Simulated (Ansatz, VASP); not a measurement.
Two plane-wave programs on As

```
CELL_PARAMETERS angstrom
6.31939 0.00000 0.00000
-3.15969 5.47275 0.00000
0.00000 0.00000 22.80000
ATOMIC_POSITIONS crystal
As 0.66667 0.66667 0.62291
As 0.33410 0.99898 0.62291
As 0.00176 0.33405 0.62290
As 0.33425 0.33276 0.68215
As 0.00028 0.66647 0.68215
As 0.66799 0.00047 0.68215
```

Alike in both runs: task single point; functional PBEsol; k mesh 6 × 6 × 1; occupations gaussian, width 0.04 eV; no spin polarisation.

```csv
,VASP,Ansatz
version,VASP 6.6.1,Ansatz 0.2.0
potentials or method,"VASP PAW PBE potentials, release 64 (As), cutoff 400 eV","scalar-relativistic, plane waves, PAW"
valence electrons in the cell,30,90
```

```csv
,VASP,Ansatz,Ansatz less VASP
gap on the k mesh at the Fermi level (eV),1.74,1.77,+0.028
least direct gap on the mesh (eV),1.81,1.82,+0.013
rms of the force components (eV/Å),0.134,0.076,-0.0581
```

VASP's potentials were made for PBE, not for PBEsol, and Ansatz warns of the same on its side. Atom by atom the forces differ by 0.059 eV/Å (rms over components). VASP's potentials hold 30 valence electrons a cell and Ansatz's 90, so a difference there can come from the potentials and not from the codes.
